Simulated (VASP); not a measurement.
# PbF2 in VASP: a series of runs, part 2 of 2

VASP 6.6.1. Earlier steps stand in the parts before.

## 4. Single point, PBE

INCAR

```
PREC = Accurate
ENCUT = 520
EDIFF = 1E-6
ISMEAR = 0
SIGMA = 0.05
LREAL = F
LASPH = T
NELM = 60
ALGO = Normal
ISIF = 2
LWAVE = F
LCHARG = F
LDIPOL = T
IDIPOL = 3
DIPOL = 0.5 0.5 0.500
GGA = PE
NBANDS = 52
```

KPOINTS

```
regular mesh
0
Gamma
  9 9 1
```

POSCAR

```
PbF2
1.0
    4.2427419478      0.0000000000      0.0000000000
   -2.1213709739      3.6743223085      0.0000000000
    0.0000000000      0.0000000000     23.6604607353
F Pb
6 3
Direct
    0.0000000000      0.0000000000      0.3169845289
    0.3333333333      0.6666666667      0.3901907173
    0.6666666667      0.3333333333      0.4633969058
    0.0000000000      0.0000000000      0.5366030942
    0.3333333333      0.6666666667      0.6098092827
    0.6666666667      0.3333333333      0.6830154711
    0.6666666667      0.3333333333      0.3535876231
    0.3333333333      0.6666666667      0.5000000000
    0.0000000000      0.0000000000      0.6464123769
```

Potentials or basis: VASP PAW PBE potentials, release 64 (F, Pb_d).

Command:

```console
> cat potpaw_PBE.64/F/POTCAR potpaw_PBE.64/Pb_d/POTCAR > POTCAR
> mpirun -np 1 vasp_std > vasp.out
```

OUTCAR:

```text
PREC = Accurate
   ENCUT = 520
   EDIFF = 1E-6
   ISMEAR = 0
   LREAL = F
   LASPH = T
   NELM = 60
   ISIF = 2
   GGA = PE

 ion  position               nearest neighbor table
   1  0.000  0.000  0.317-   7 2.60   7 2.60   7 2.60
   2  0.333  0.667  0.390-   7 2.60   7 2.60   7 2.60   8 2.60
   3  0.667  0.333  0.463-   8 2.60   8 2.60   8 2.60   7 2.60
   4  0.000  0.000  0.537-   8 2.60   8 2.60   8 2.60   9 2.60
   5  0.333  0.667  0.610-   9 2.60   9 2.60   9 2.60   8 2.60
   6  0.667  0.333  0.683-   9 2.60   9 2.60   9 2.60
   7  0.667  0.333  0.354-   1 2.60   2 2.60   2 2.60   1 2.60   1 2.60   2 2.60   3 2.60
   8  0.333  0.667  0.500-   4 2.60   3 2.60   3 2.60   4 2.60   4 2.60   3 2.60   2 2.60   5 2.60

   9  0.000  0.000  0.646-   6 2.60   5 2.60   6 2.60   5 2.60   6 2.60   5 2.60   4 2.60

  LATTYP: Found a hexagonal cell.
 ALAT       =     4.2427419478
 C/A-ratio  =     5.5766909764

  Lattice vectors:

 A1 = (   4.2427419478,   0.0000000000,   0.0000000000)
 A2 = (  -2.1213709739,   3.6743223085,   0.0000000000)
 A3 = (   0.0000000000,   0.0000000000,  23.6604607353)

Analysis of symmetry for initial positions (statically):
=====================================================================
 Subroutine PRICEL returns:
 Original cell was already a primitive cell.

 Routine SETGRP: Setting up the symmetry group for a
 hexagonal supercell.

 Subroutine GETGRP returns: Found 12 space group operations
 (whereof  6 operations were pure point group operations)
 out of a pool of 24 trial point group operations.

The static configuration has the point symmetry C_3v.
 The point group associated with its full space group is D_3d.

Analysis of symmetry for dynamics (positions and initial velocities):
=====================================================================
 Subroutine PRICEL returns:
 Original cell was already a primitive cell.

 Routine SETGRP: Setting up the symmetry group for a
 hexagonal supercell.

 Subroutine GETGRP returns: Found 12 space group operations
 (whereof  6 operations were pure point group operations)
 out of a pool of 24 trial point group operations.

The dynamic configuration has the point symmetry C_3v.
 The point group associated with its full space group is D_3d.

 Subroutine INISYM returns: Found 12 space group operations
 (whereof  6 operations are pure point group operations),
 and found     1 'primitive' translations

----------------------------------------------------------------------------------------

                                     Primitive cell

  volume of cell :     368.8477

  direct lattice vectors                    reciprocal lattice vectors
     4.242741948  0.000000000  0.000000000     0.235696635  0.136079516  0.000000000
    -2.121370974  3.674322308  0.000000000     0.000000000  0.272159031  0.000000000
     0.000000000  0.000000000 23.660460735     0.000000000  0.000000000  0.042264604

  length of vectors
     4.242741948  4.242741948 23.660460735     0.272159031  0.272159031  0.042264604

  position of ions in fractional coordinates (direct lattice)
     0.000000000  0.000000000  0.316984529
     0.333333333  0.666666667  0.390190717
[... 61 lines left out ...]
   number of dos      NEDOS =    301   number of ions     NIONS =      9
   total plane-waves  NPLWV = 184320
   dimension x,y,z NGX =    32 NGY =   32 NGZ =  180
   dimension x,y,z NGXF=    64 NGYF=   64 NGZF=  360
   ions per type =               6   3
   NGX,Y,Z   is equivalent  to a cutoff of  12.54, 12.54, 12.65 a.u.
   NGXF,Y,Z  is equivalent  to a cutoff of  25.08, 25.08, 25.29 a.u.
 SYSTEM =  unknown system
   PREC   = accura    normal or accurate (medium, high low for compatibility)
   ISTART =      0    job   : 0-new  1-cont  2-samecut
   ICHARG =      2    charge: 1-file 2-atom 10-const
   ISPIN  =      1    spin polarized calculation?
   LNONCOLLINEAR =      F non collinear calculations
   LSORBIT =      F    spin-orbit coupling
   LASPH  =      T    aspherical Exc in radial PAW
   ENCUT  =  520.0 eV  38.22 Ry    6.18 a.u.   7.89  7.89 43.99*2*pi/ulx,y,z
   NELM   =     60;   NELMIN=  2; NELMDL= -5     # of ELM steps
   EDIFF  = 0.1E-05   stopping-criterion for ELM
   LREAL  =      F    real-space projection
   EDIFFG = 0.1E-04   stopping-criterion for IOM
   NSW    =      0    number of steps for IOM
   IBRION =     -1    ionic relax: 0-MD 1-quasi-New 2-CG
   NFREE  =      0    steps in history (QN), initial steepest desc. (CG)
   ISIF   =      2    stress and relaxation
   ISYM   =      2    0-nonsym 1-usesym 2-fastsym
   POTIM  = 0.5000    time-step for ionic-motion
   TEBEG  =    0.0;   TEEND  =   0.0 temperature during run
   PSTRESS=    0.0 pullay stress
   NELECT =      84.0000    total number of electrons
   NUPDOWN=      -1.0000    fix difference up-down
   EMIN   =  10.00;   EMAX   =-10.00  energy-range for DOS
   EFERMI =   0.00;   METHOD = LEGACY
   ISMEAR =     0;   SIGMA  =   0.05  broadening in eV -4-tet -1-fermi 0-gaus
   EFERMI_NEDOS =   21; number of points for ismear=-14 and -15
   IALGO  =     38    algorithm
   IMIX   =      4    mixing-type and parameters
     AMIX     =   0.40;   BMIX     =  1.00
     AMIX_MAG =   1.60;   BMIX_MAG =  1.00
  volume/ion in A,a.u.               =      40.98       276.57
  Fermi-wavevector in a.u.,A,eV,Ry     =   0.999737  1.889228 13.598658  0.999473
  Thomas-Fermi vector in A             =   2.132047
   LORBIT       =      0    0 simple, 1 ext, 2 COOP (PROOUT), +10 PAW based schemes
   GGA     = PE    functional components
   LHFCALC =     F    Hartree Fock is set to
   AEXX    =    0.0000 exact exchange contribution
   IVDW    =     0    specifies the selected vdW correction
   LEPSILON=     F    determine dielectric tensor
   LRPA    =     F    only Hartree local field effects (RPA)
 non-spin polarized calculation
 Gauss-broadening in eV      SIGMA  =   0.05
  energy-cutoff  :      520.00
  volume of cell :      368.85
 maximum number of plane-waves:      9969
 NGX is ok and might be reduce to    32
   NGX = 15   NGY = 15   NGZ = 87

 number of electron      83.9999993 magnetization

 dipolmoment           0.000000      0.000000      0.000001 electrons x Angstroem

 Free energy of the ion-electron system (eV)
  ---------------------------------------------------
  ext. energy  EPLUGINS =         0.00000000
  ---------------------------------------------------
  free energy    TOTEN  =       -42.58633437 eV

  energy without entropy =      -42.58633437  energy(sigma->0) =      -42.58633437

 E-fermi :  -3.0529     XC(G=0):  -4.5039

 val. band max:       -3.3350186590   @ k =   0.3333   0.3333   0.0000
 cond. band min:       0.9305820210   @ k =   0.4444  -0.0000   0.0000
 fundamental gap:      4.2656006800
 Fermi energy:        -3.0529315056

 k-point     1 :       0.0000    0.0000    0.0000
  band No.  band energies     occupation
      1     -24.4526      2.00000
      2     -24.2131      2.00000
      3     -24.0379      2.00000
      4     -23.9680      2.00000
      5     -23.1503      2.00000
      6     -23.1496      2.00000
[... 649 lines left out ...]
     51       4.0965      0.00000
     52       6.5109      0.00000

------------------------ aborting loop because EDIFF is reached ----------------------------------------

 vacuum level on the upper side and lower side of the slab       (xc-potential included)        -0.139        -0.139

  FORCE on cell =-STRESS in cart. coord.  units (eV):
  Direction    XX          YY          ZZ          XY          YZ          ZX
  --------------------------------------------------------------------------------------
  -------------------------------------------------------------------------------------
  Total       -2.7772841     -2.7772841     -1.6572143      0.0000000      0.0000000      0.0000000
  in kB      -12.0637915    -12.0637915     -7.1985030      0.0000000      0.0000000      0.0000000
  external PRESSURE =     -10.4420287 kB  Pullay stress =       0.0000000 kB

 VOLUME and BASIS-vectors are now :
 -----------------------------------------------------------------------------
  energy-cutoff  :      520.00
  volume of cell :      368.85
      direct lattice vectors                 reciprocal lattice vectors
     4.242741948  0.000000000  0.000000000     0.235696635  0.136079516  0.000000000
    -2.121370974  3.674322308  0.000000000     0.000000000  0.272159031  0.000000000
     0.000000000  0.000000000 23.660460735     0.000000000  0.000000000  0.042264604

 POSITION                                       TOTAL-FORCE (eV/Angst)
 -----------------------------------------------------------------------------------
      0.00000      0.00000      7.50000         0.000000      0.000000      0.285010
     -0.00000      2.44955      9.23209         0.000000      0.000000      0.174440
      2.12137      1.22477     10.96418         0.000000     -0.000000     -0.171942
      0.00000      0.00000     12.69628        -0.000000      0.000000      0.171942
     -0.00000      2.44955     14.42837        -0.000000     -0.000000     -0.174440
      2.12137      1.22477     16.16046        -0.000000     -0.000000     -0.285010
      2.12137      1.22477      8.36605         0.000000     -0.000000     -0.246411
     -0.00000      2.44955     11.83023         0.000000      0.000000     -0.000000
      0.00000      0.00000     15.29441        -0.000000      0.000000      0.246411
 -----------------------------------------------------------------------------------
    total drift:                                0.000000      0.000000      0.000011

  FREE ENERGIE OF THE ION-ELECTRON SYSTEM (eV)
  ---------------------------------------------------
  free  energy   TOTEN  =       -42.5863343735 eV

  energy  without entropy=      -42.5863343735  energy(sigma->0) =      -42.58633437

 vacuum level on the upper side and lower side of the slab         3.758         3.758
```

It took 4.8 min on 1 thread of Intel Xeon Platinum 8488C (Sapphire Rapids), shared host; peak memory 0.54 GiB.

Results:

- Free energy: -42.5863 eV
- Largest force: 0.285 eV/Å
- Band gap on the k mesh: 4.27 eV, indirect (least direct gap 4.36 eV)

Forces in eV/Å, atoms in the order of the input:
```
F    0.000  0.000  0.285
F    0.000  0.000  0.174
F    0.000  0.000 -0.172
F    0.000  0.000  0.172
F    0.000  0.000 -0.174
F    0.000  0.000 -0.285
Pb   0.000  0.000 -0.246
Pb   0.000  0.000  0.000
Pb   0.000  0.000  0.246
```

Levels at points of the mesh, in eV from the valence-band top:
| k point | band 40 | band 41 | band 42 | band 43 | band 44 | band 45 |
| --- | --- | --- | --- | --- | --- | --- |
| (0.00, 0.00, 0.00) | -1.05 | -0.99 | -0.65 | 4.35 | 4.46 | 5.53 |

Caveat: spin-orbit coupling is left out, which moves the levels of the heavy elements.

## 5. The runs side by side

```csv
cell,k mesh,gap on the mesh (eV),largest force (eV/Å)
"a = 4.243, b = 4.243, c = 23.660 Å, angles 90.0, 90.0, 120.0°, 9 atoms",2 × 2 × 1,4.31,0.27
"a = 4.243, b = 4.243, c = 18.660 Å, angles 90.0, 90.0, 120.0°, 9 atoms",9 × 9 × 1,4.27,0.28
"a = 4.243, b = 4.243, c = 23.660 Å, angles 90.0, 90.0, 120.0°, 9 atoms",9 × 9 × 1,4.27,0.29
```

Alike in all rows: task single point; level PBE; potentials or basis VASP PAW PBE potentials, release 64 (F, Pb_d); no spin polarisation; cutoff (eV) 520; smearing gaussian 0.05 eV.

Caveats: some runs use coarse meshes; spin-orbit coupling is left out, which moves the levels of the heavy elements.

Total energies depend on the potentials used, so only differences within one code and one set of settings carry meaning.
